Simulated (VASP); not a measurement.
Here is a VASP 6.6.1 calculation.

INCAR

```
SYSTEM = S
ALGO = Normal
EDIFF = 1E-6
ENCUT = 520
GGA = PE
ISIF = 2
ISMEAR = -1
LASPH = .TRUE.
LCHARG = .FALSE.
LREAL = .FALSE.
LWAVE = .FALSE.
NBANDS = 13
NELM = 60
PREC = Accurate
SIGMA = 0.08
```

KPOINTS

```
k-points
0
G
  19 19 10
  0 0 0
```

Contents of POSCAR:

```
S
1.0
    2.3984110301      0.0000000000      0.0000000000
   -1.1992055151      2.0770848808      0.0000000000
    0.0000000000      0.0000000000      3.2871221881
S
2
Direct
    0.3333333333      0.6666666667      0.2500000000
    0.6666666667      0.3333333333      0.7500000000
```

Potentials or basis: VASP PAW PBE potentials, release 64 (S).

Run with:

```sh
$ cat potpaw_PBE.64/S/POTCAR > POTCAR
$ mpirun -np 1 vasp_std > vasp.out
```

Question: Estimate the pressure.

Answer: 197.3 GPa.

Question: Predict the band gap on the k mesh.

Answer: Zero (band 6 reaches 24.93 eV, above the bottom of band 7 at 15.41 eV).

Stress tensor (GPa, compression positive):
```
197.54   0.00   0.00
  0.00 197.54   0.00
  0.00   0.00 196.93
```
